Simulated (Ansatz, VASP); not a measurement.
**Two plane-wave programs on PbO2**

INCAR

```
SYSTEM = PbO2
  ALGO = Normal
  EDIFF = 1E-6
  ENCUT = 600
  GGA = RP
  GGA_COMPAT = .False.
  ISIF = 2
  ISMEAR = 0
  LASPH = .True.
  LCHARG = .False.
  LDAU = .True.
  LDAUJ = 0 0
  LDAUL = -1 1
  LDAUPRINT = 1
  LDAUTYPE = 2
  LDAUU = 0 8.8
  LREAL = .False.
  LWAVE = .False.
  NBANDS = 20
  NELM = 200
  PREC = Accurate
  SIGMA = 0.1
```

Contents of KPOINTS:

```
k-points
0
Gamma
  6 6 6
  0 0 0
```

The input POSCAR:

```
PbO2
1.0
    0.0000000000      2.6183710443      2.6183710443
    2.6183710443      0.0000000000      2.6183710443
    2.6183710443      2.6183710443      0.0000000000
Pb O
1 2
Direct
    0.0000000000      0.0000000000      0.0000000000
    0.2500000000      0.2500000000      0.2500000000
    0.7500000000      0.7500000000      0.7500000000
```

Input for Ansatz:

```yaml
crystal:
  lattice:
    - [0.0, 2.6183710443, 2.6183710443]
    - [2.6183710443, 0.0, 2.6183710443]
    - [2.6183710443, 2.6183710443, 0.0]
  atoms:
    - { symbol: Pb, position: [0.0, 0.0, 0.0] }
    - { symbol: O, position: [0.25, 0.25, 0.25] }
    - { symbol: O, position: [0.75, 0.75, 0.75] }
basis:
  ecutwfc: 420
kpoints:
  mp_grid: { grid: [6, 6, 6] }
hamiltonian:
  xc: rpbe
  hubbard: { sites: [{ species: O, l: p, u_eff: 8.8 }] }
scf:
  occupations: { method: gaussian, width: 0.1 }
output:
  forces: true
  stress: true
  eigenvalues: true
```

Alike in both runs: task single point; functional RPBE; k mesh 6 × 6 × 6; occupations gaussian, width 0.1 eV; no spin polarisation; Hubbard terms O p U = 8.8 eV.

|  | VASP | Ansatz |
| --- | --- | --- |
| version | VASP 6.6.1 | Ansatz 0.2.0 |
| potentials or method | VASP PAW PBE potentials, release 64 (Pb_d, O), cutoff 600 eV | scalar-relativistic, plane waves, PAW |
| valence electrons in the cell | 26 | 26 |

```tsv
	VASP	Ansatz	Ansatz less VASP
pressure (GPa)	15.7	5.7	-10.00
```

VASP's potentials were made for PBE, not for RPBE. The programs project onto different local orbitals, so the same U acts differently, and such runs can settle in different states.

Spin-orbit coupling is off throughout.
